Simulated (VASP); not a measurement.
Here is a VASP 6.6.1 calculation.

Contents of INCAR:

```
SYSTEM = SnO2
PREC = Accurate
ENCUT = 520
EDIFF = 1E-6
ISMEAR = 0
SIGMA = 0.01
LREAL = .False.
LASPH = .True.
NELM = 80
ALGO = Normal
ISIF = 2
LWAVE = .False.
LCHARG = .False.
GGA = PE
NBANDS = 35
```

Contents of KPOINTS:

```
Automatic mesh
0
Gamma
  4 4 6
  0 0 0
```

The input POSCAR:

```
SnO2
1.0
    4.9216135824      0.0000000000      0.0000000000
    0.0000000000      4.9216135824      0.0000000000
    0.0000000000      0.0000000000      3.3017305660
Sn O
2 4
Direct
    0.0000000000      0.0000000000      0.0000000000
    0.5000000000      0.5000000000      0.5000000000
    0.3065716164      0.3065716164      0.0000000000
    0.1934283836      0.8065716164      0.5000000000
    0.6934283836      0.6934283836      0.0000000000
    0.8065716164      0.1934283836      0.5000000000
```

Potentials or basis: VASP PAW PBE potentials, release 64 (Sn_d, O).

Run with:

```bash
$ cat potpaw_PBE.64/Sn_d/POTCAR potpaw_PBE.64/O/POTCAR > POTCAR
$ mpirun -np 1 vasp_std > vasp.out
```

Q: Predict the band gap on the k mesh.

A: 0.07 eV.

Q: Estimate the pressure.

A: -8.7 GPa.

Stress tensor (GPa, compression positive):
```
 -7.80   0.00   0.00
  0.00  -7.80   0.00
  0.00   0.00 -10.45
```

Caveat: the cell stands under tension; semilocal functionals underestimate gaps, and a narrow one can read as zero; spin-orbit coupling is left out, which moves the levels of the heavy elements.
